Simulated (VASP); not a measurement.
A run of VASP 6.6.1:

The input INCAR:

```
SYSTEM = Os
PREC = Accurate
ENCUT = 600
EDIFF = 1E-7
ISMEAR = 1
SIGMA = 0.05
LREAL = .False.
LASPH = .True.
NELM = 120
ALGO = Normal
ISIF = 3
LWAVE = .False.
LCHARG = .False.
GGA = PS
IBRION = 2
NSW = 80
EDIFFG = -0.03
GGA_COMPAT = .False.
NELMIN = 4
```

KPOINTS

```
Automatic mesh
0
Gamma
  11 11 11
  0 0 0
```

The input POSCAR:

```
Os
1.0
    0.0000000000      1.9100000000      1.9100000000
    1.9100000000      0.0000000000      1.9100000000
    1.9100000000      1.9100000000      0.0000000000
Os
1
Direct
    0.0000000000      0.0000000000      0.0000000000
```

Potentials or basis: VASP PAW PBE potentials, release 64 (Os).

Run with:

```console
$ cat potpaw_PBE.64/Os/POTCAR > POTCAR
$ mpirun -np 1 vasp_std > vasp.out
```

Hardware: 1 thread of Intel(R) Xeon(R) Platinum 8259CL CPU @ 2.50GHz (Skylake/Cascade Lake), with other jobs on the host.

Problem. Estimate the wall time of this run.

Solution. Wall time 36 s on 1 thread of Intel(R) Xeon(R) Platinum 8259CL CPU @ 2.50GHz (Skylake/Cascade Lake), with other jobs on the host, peak memory 0.15 GiB. Counts: scf iterations 26, k points 56, ion steps 3.
